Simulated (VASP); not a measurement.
# O (Fmmm) in VASP: notebook, part 2 of 2

VASP 6.6.1. The steps go on from the part before.

### Step 3. Single point, PBEsol (14.22 Å³/atom)

This run uses another cell than the first one, of 14.22 Å³/atom.

INCAR

```
SYSTEM = O
PREC = Accurate ; ENCUT = 600
EDIFF = 1E-6 ; ISMEAR = 0
SIGMA = 0.15 ; LREAL = .FALSE.
LASPH = .TRUE. ; NELM = 120
ALGO = Normal ; ISIF = 2
LWAVE = .FALSE. ; LCHARG = .TRUE.
GGA = PS ; LELF = .TRUE.
LVHAR = .TRUE. ; NBANDS = 13
GGA_COMPAT = .FALSE.
```

KPOINTS

```
Automatic mesh
0
G
  22 22 22
  0 0 0
```

POSCAR

```
O
1.0
    0.0000000000      1.8095498302      4.3266313333
    1.8157538629      0.0000000000      4.3266313333
    1.8157538629      1.8095498302      0.0000000000
O
2
Direct
    0.0675080576      0.0675080576      0.9324919424
    0.9324919424      0.9324919424      0.0675080576
```

Potentials or basis: VASP PAW PBE potentials, release 64 (O).

Started as:

```
cat potpaw_PBE.64/O/POTCAR > POTCAR
mpirun -np 1 vasp_std > vasp.out
```

OUTCAR:

```text
SYSTEM = O
   PREC = Accurate
   ENCUT = 600
   EDIFF = 1E-6
   ISMEAR = 0
   LREAL = .FALSE.
   LASPH = .TRUE.
   NELM = 120
   ISIF = 2
   GGA = PS

 ion  position               nearest neighbor table
   1  0.068  0.068  0.932-   2 1.17
   2  0.932  0.932  0.068-   1 1.17

  LATTYP: Found a face centered orthorhombic cell.
 ALAT       =     3.6190996604
 B/A-ratio  =     1.0034284951
 C/A-ratio  =     2.3909987230

  Lattice vectors:

 A1 = (   1.8157538629,   0.0000000000,  -4.3266313333)
 A2 = (   0.0000000000,   1.8095498302,  -4.3266313333)
 A3 = (   1.8157538629,   1.8095498302,   0.0000000000)

Analysis of symmetry for initial positions (statically):
=====================================================================
 Subroutine PRICEL returns:
 Original cell was already a primitive cell.

 Routine SETGRP: Setting up the symmetry group for a
 face centered orthorhombic supercell.

 Subroutine GETGRP returns: Found  8 space group operations
 (whereof  8 operations were pure point group operations)
 out of a pool of  8 trial point group operations.

The static configuration has the point symmetry D_2h.

Analysis of symmetry for dynamics (positions and initial velocities):
=====================================================================
 Subroutine PRICEL returns:
 Original cell was already a primitive cell.

 Routine SETGRP: Setting up the symmetry group for a
 face centered orthorhombic supercell.

 Subroutine GETGRP returns: Found  8 space group operations
 (whereof  8 operations were pure point group operations)
 out of a pool of  8 trial point group operations.

The dynamic configuration has the point symmetry D_2h.

 Subroutine INISYM returns: Found  8 space group operations
 (whereof  8 operations are pure point group operations),
 and found     1 'primitive' translations

----------------------------------------------------------------------------------------

                                     Primitive cell

  volume of cell :      28.4320

  direct lattice vectors                    reciprocal lattice vectors
     0.000000000  1.809549830  4.326631333    -0.275367719  0.276311816  0.115563347
     1.815753863  0.000000000  4.326631333     0.275367719 -0.276311816  0.115563347
     1.815753863  1.809549830  0.000000000     0.275367719  0.276311816 -0.115563347

  length of vectors
     4.689798427  4.692195732  2.563480579     0.406854382  0.406854382  0.406854382

  position of ions in fractional coordinates (direct lattice)
     0.067508058  0.067508058  0.932491942
     0.932491942  0.932491942  0.067508058

  ion indices of the primitive-cell ions
   primitive index   ion index
                 1           1
                 2           2

----------------------------------------------------------------------------------------

 KPOINTS: Automatic mesh

Automatic generation of k-mesh.
 Grid dimensions read from file:
 generate k-points for:   22   22   22

 Generating k-lattice:

  Cartesian coordinates                     Fractional coordinates (reciprocal lattice)
    -0.012516715  0.012559628  0.005252879     0.045454545 -0.000000000 -0.000000000
[... 41 lines left out ...]
   k-points           NKPTS =   1530   k-points in BZ     NKDIM =   1530   number of bands    NBANDS=     13
   number of dos      NEDOS =    301   number of ions     NIONS =      2
   total plane-waves  NPLWV =  32000
   dimension x,y,z NGX =    40 NGY =   40 NGZ =   20
   dimension x,y,z NGXF=    80 NGYF=   80 NGZF=   40
   ions per type =               2
   NGX,Y,Z   is equivalent  to a cutoff of  14.18, 14.17, 12.97 a.u.
   NGXF,Y,Z  is equivalent  to a cutoff of  28.36, 28.34, 25.94 a.u.
 SYSTEM =  O
   PREC   = accura    normal or accurate (medium, high low for compatibility)
   ISTART =      0    job   : 0-new  1-cont  2-samecut
   ICHARG =      2    charge: 1-file 2-atom 10-const
   ISPIN  =      1    spin polarized calculation?
   LNONCOLLINEAR =      F non collinear calculations
   LSORBIT =      F    spin-orbit coupling
   LASPH  =      T    aspherical Exc in radial PAW
   ENCUT  =  600.0 eV  44.10 Ry    6.64 a.u.   9.37  9.37  5.12*2*pi/ulx,y,z
   NELM   =    120;   NELMIN=  2; NELMDL= -5     # of ELM steps
   EDIFF  = 0.1E-05   stopping-criterion for ELM
   LREAL  =      F    real-space projection
   EDIFFG = 0.1E-04   stopping-criterion for IOM
   NSW    =      0    number of steps for IOM
   IBRION =     -1    ionic relax: 0-MD 1-quasi-New 2-CG
   NFREE  =      0    steps in history (QN), initial steepest desc. (CG)
   ISIF   =      2    stress and relaxation
   ISYM   =      2    0-nonsym 1-usesym 2-fastsym
   POTIM  = 0.5000    time-step for ionic-motion
   TEBEG  =    0.0;   TEEND  =   0.0 temperature during run
   PSTRESS=    0.0 pullay stress
   NELECT =      12.0000    total number of electrons
   NUPDOWN=      -1.0000    fix difference up-down
   EMIN   =  10.00;   EMAX   =-10.00  energy-range for DOS
   EFERMI =   0.00;   METHOD = LEGACY
   ISMEAR =     0;   SIGMA  =   0.15  broadening in eV -4-tet -1-fermi 0-gaus
   EFERMI_NEDOS =   21; number of points for ismear=-14 and -15
   IALGO  =     38    algorithm
   IMIX   =      4    mixing-type and parameters
     AMIX     =   0.40;   BMIX     =  1.00
     AMIX_MAG =   1.60;   BMIX_MAG =  1.00
  volume/ion in A,a.u.               =      14.22        95.93
  Fermi-wavevector in a.u.,A,eV,Ry     =   1.228003  2.320589 20.517470  1.507991
  Thomas-Fermi vector in A             =   2.362945
   LORBIT       =      0    0 simple, 1 ext, 2 COOP (PROOUT), +10 PAW based schemes
   GGA     = PS    functional components
   LHFCALC =     F    Hartree Fock is set to
   AEXX    =    0.0000 exact exchange contribution
   IVDW    =     0    specifies the selected vdW correction
   LEPSILON=     F    determine dielectric tensor
   LRPA    =     F    only Hartree local field effects (RPA)
 non-spin polarized calculation
 Gauss-broadening in eV      SIGMA  =   0.15
  energy-cutoff  :      600.00
  volume of cell :       28.43
 maximum number of plane-waves:       962
 NGX is ok and might be reduce to    40
   NGX = 19   NGY = 19   NGZ = 11

 number of electron      12.0000002 magnetization

 Free energy of the ion-electron system (eV)
  ---------------------------------------------------
  ext. energy  EPLUGINS =         0.00000000
  ---------------------------------------------------
  free energy    TOTEN  =       -10.03673046 eV

  energy without entropy =      -10.02249854  energy(sigma->0) =      -10.02961450

 E-fermi :  -0.7042     XC(G=0):  -8.2613

 val. band max:       -0.7042313837   @ k =  -0.3636   0.2727   0.2727
 cond. band min:      -0.7036791161   @ k =   0.4091   0.1818   0.1364
 fundamental gap:      0.0005522676
 Fermi energy:        -0.7042184605

 k-point     1 :       0.0000    0.0000    0.0000
  band No.  band energies     occupation
      1     -29.2673      2.00000
      2     -15.0799      2.00000
      3      -9.2775      2.00000
      4      -7.2282      2.00000
      5      -7.2218      2.00000
      6       0.3051      0.00000
      7       0.3102      0.00000
      8       6.9429      0.00000
      9       9.5454      0.00000
     10      10.8609      0.00000
     11      14.4354      0.00000
     12      17.0168      0.00000
     13      22.8331      0.00000
[... 354 lines left out ...]
  band No.  band energies     occupation
      1     -28.8595      2.00000
      2     -14.4655      2.00000
      3     -10.0991      2.00000
      4      -8.3339      2.00000
      5      -6.9482      2.00000
      6      -2.1029      2.00000
      7       0.5481      0.00000
      8       9.2027      0.00000
      9      11.7074      0.00000
     10      12.5244      0.00000
     11      14.8218      0.00000
     12      15.5925      0.00000
     13      20.7048      0.00000

 [... further k-points ...]

------------------------ aborting loop because EDIFF is reached ----------------------------------------

  FORCE on cell =-STRESS in cart. coord.  units (eV):
  Direction    XX          YY          ZZ          XY          YZ          ZX
  --------------------------------------------------------------------------------------
  -------------------------------------------------------------------------------------
  Total       -1.2895542     -1.2788478      6.0269377     -0.0000000      0.0000000      0.0000000
  in kB      -72.6679246    -72.0646084    339.6251769     -0.0000000      0.0000000      0.0000000
  external PRESSURE =      64.9642147 kB  Pullay stress =       0.0000000 kB

 VOLUME and BASIS-vectors are now :
 -----------------------------------------------------------------------------
  energy-cutoff  :      600.00
  volume of cell :       28.43
      direct lattice vectors                 reciprocal lattice vectors
     0.000000000  1.809549830  4.326631333    -0.275367719  0.276311816  0.115563347
     1.815753863  0.000000000  4.326631333     0.275367719 -0.276311816  0.115563347
     1.815753863  1.809549830  0.000000000     0.275367719  0.276311816 -0.115563347

 POSITION                                       TOTAL-FORCE (eV/Angst)
 -----------------------------------------------------------------------------------
      1.81575      1.80955      0.58416         0.000000      0.000000      5.231857
      1.81575      1.80955      8.06910         0.000000      0.000000     -5.231857
 -----------------------------------------------------------------------------------
    total drift:                                0.000000      0.000000      0.000000

  FREE ENERGIE OF THE ION-ELECTRON SYSTEM (eV)
  ---------------------------------------------------
  free  energy   TOTEN  =       -10.0367304557 eV

  energy  without entropy=      -10.0224985351  energy(sigma->0) =      -10.02961450
```

OSZICAR:

```text
N       E                     dE             d eps       ncg     rms          rms(c)
DAV:   1     0.458175674136E+02    0.45818E+02   -0.66138E+03 40076   0.930E+02
DAV:   2    -0.848626897605E+01   -0.54304E+02   -0.52110E+02 50444   0.193E+02
DAV:   3    -0.103510778861E+02   -0.18648E+01   -0.18414E+01 47222   0.335E+01
DAV:   4    -0.103580278080E+02   -0.69499E-02   -0.69490E-02 45245   0.239E+00
DAV:   5    -0.103580595305E+02   -0.31722E-04   -0.31722E-04 48043   0.158E-01    0.450E+00
DAV:   6    -0.100978259667E+02    0.26023E+00   -0.19621E-01 45625   0.430E+00    0.239E+00
DAV:   7    -0.100345563062E+02    0.63270E-01   -0.19260E-01 46435   0.414E+00    0.457E-01
DAV:   8    -0.100367028600E+02   -0.21466E-02   -0.16992E-02 41065   0.109E+00    0.663E-02
DAV:   9    -0.100367162113E+02   -0.13351E-04   -0.19201E-04 49205   0.129E-01    0.254E-02
DAV:  10    -0.100367285113E+02   -0.12300E-04   -0.29612E-05 41320   0.475E-02    0.773E-03
DAV:  11    -0.100367309579E+02   -0.24466E-05   -0.58411E-06 41925   0.209E-02    0.607E-03
DAV:  12    -0.100367304557E+02    0.50216E-06   -0.82443E-07 31937   0.924E-03
   1 F= -.10036730E+02 E0= -.10029614E+02  d E =-.142319E-01
```

stdout:

```text
POSCAR found type information on POSCAR O
 POSCAR found :  1 types and       2 ions
 scaLAPACK will be used
 -----------------------------------------------------------------------------
|                                                                             |
|                                                                             |
|     You enforced a specific xc type in the INCAR file but a different       |
|     I HOPE YOU KNOW WHAT YOU ARE DOING!                                     |
|                                                                             |
 -----------------------------------------------------------------------------

 LDA part: xc-table for (Slater+PW92), standard interpolation
 POSCAR, INCAR and KPOINTS ok, starting setup
 FFT: planning ... GRIDC
 FFT: planning ... GRID_SOFT
 FFT: planning ... GRID
 WAVECAR not read
 entering main loop
```

It took 19 min on 1 thread of Oxide Virtual Turin-like, shared host; peak memory 0.55 GiB.

Results:

| Item | Value |
| --- | --- |
| Free energy | -10.0367 eV |
| Pressure | 6.5 GPa |
| Largest force | 5.232 eV/Å |
| Band gap on the k mesh | zero (bands 6 and 7 overlap by 1.81 eV) |

Forces on the atoms (eV/Å):
```
O    0.000  0.000  5.232
O    0.000  0.000 -5.232
```

Caveat: the standard files for N, O and F lose accuracy on very short bonds; spin is off for a triplet molecule; the stress differs along the axes, from -7 to 34 GPa; this functional lacks dispersion, which holds the molecules together, so the pressure and a relaxed volume are unreliable; the PAW data sets were made with another functional, which shifts forces and pressure a little.

### Step 4. Single point, PBEsol (10.29 Å³/atom)

This run uses another cell than the first one, of 10.29 Å³/atom.

INCAR

```
PREC = Accurate ; ENCUT = 600
EDIFF = 1E-6 ; ISMEAR = 0
SIGMA = 0.15 ; LREAL = False
LASPH = True ; NELM = 120
ALGO = Normal ; ISIF = 2
LWAVE = False ; LCHARG = False
GGA = PS ; NBANDS = 13
GGA_COMPAT = False
```

KPOINTS

```
regular mesh
0
Gamma
  22 22 22
```

POSCAR

```
O
1.0
    0.0000000000      1.5609274298      4.2104867908
    1.5662790618      0.0000000000      4.2104867908
    1.5662790618      1.5609274298      0.0000000000
O
2
Direct
    0.0675080576      0.0675080576      0.9324919424
    0.9324919424      0.9324919424      0.0675080576
```

Started as:

```
cat potpaw_PBE.64/O/POTCAR > POTCAR
mpirun -np 1 vasp_std > vasp.out
```

Run time: 15 min. Hardware: 1 thread of Oxide Virtual Turin-like, shared host; peak memory 0.43 GiB.

The run converged. Its results:

```yaml
Free_energy: -9.8644 eV
Pressure: 34.2 GPa
Largest_force: 8.926 eV/Å
Band_gap_on_the_k_mesh: zero (bands 6 and 7 overlap by 3.54 eV)
```

Forces on the atoms (eV/Å):
```
O    0.000  0.000  8.926
O    0.000  0.000 -8.926
```

Stress tensor (GPa, compression positive):
```
11.98  0.00  0.00
 0.00 11.96  0.00
 0.00  0.00 78.56
```

Levels at points of the mesh, in eV from the Fermi level:
| k point | band 3 | band 4 | band 5 | band 6 | band 7 | band 8 | band 9 | band 10 |
| --- | --- | --- | --- | --- | --- | --- | --- | --- |
| (0.00, 0.00, 0.00) | -9.85 | -6.04 | -6.03 | 1.98 | 1.99 | 8.81 | 11.51 | 12.14 |
| (0.50, 0.00, 0.00) | -11.77 | -8.00 | -5.44 | -2.86 | 2.47 | 10.95 | 14.40 | 14.94 |
| (0.50, 0.50, 0.00) | -9.19 | -6.05 | -6.04 | 2.01 | 2.02 | 6.09 | 11.35 | 14.85 |
| (0.50, 0.00, 0.50) | -10.32 | -10.31 | -6.81 | -1.62 | -1.45 | 10.32 | 13.25 | 17.65 |
| (0.00, 0.50, 0.50) | -10.34 | -10.29 | -6.81 | -1.59 | -1.48 | 10.32 | 13.26 | 17.66 |

Caveat: the standard files for N, O and F lose accuracy on very short bonds; spin is off for a triplet molecule; the stress differs along the axes, from 12 to 79 GPa; this functional lacks dispersion, which holds the molecules together, so the pressure and a relaxed volume are unreliable; the PAW data sets were made with another functional, which shifts forces and pressure a little.

### Step 5. Summary

| cell | gap on the mesh (eV) | pressure (GPa) | largest force (eV/Å) |
| --- | --- | --- | --- |
| a = 5.048, b = 5.050, c = 2.357 Å, angles 76.5, 76.5, 27.0°, 2 atoms | none | -10.4 | 3.82 |
| a = 4.690, b = 4.692, c = 2.563 Å, angles 74.1, 74.2, 31.7°, 2 atoms | none | 6.5 | 5.23 |
| a = 4.491, b = 4.492, c = 2.211 Å, angles 75.7, 75.8, 28.5°, 2 atoms | none | 34.2 | 8.93 |

Alike in all rows: task single point; level PBEsol; potentials or basis VASP PAW PBE potentials, release 64 (O); no spin polarisation; k mesh 22 × 22 × 22; cutoff (eV) 600; smearing gaussian 0.15 eV.

Caveats: spin is off for a triplet molecule; this functional lacks dispersion, which holds the molecules together, so the pressure and a relaxed volume are unreliable; the PAW data sets were made with another functional, which shifts forces and pressure a little; the standard files for N, O and F lose accuracy on very short bonds (at least some runs); the stress differs along the axes, from -30 to -0 GPa (at least some runs); the stress differs along the axes, from -7 to 34 GPa (at least some runs); the stress differs along the axes, from 12 to 79 GPa (at least some runs).

Absolute energies hang on the potentials; compare differences alone.
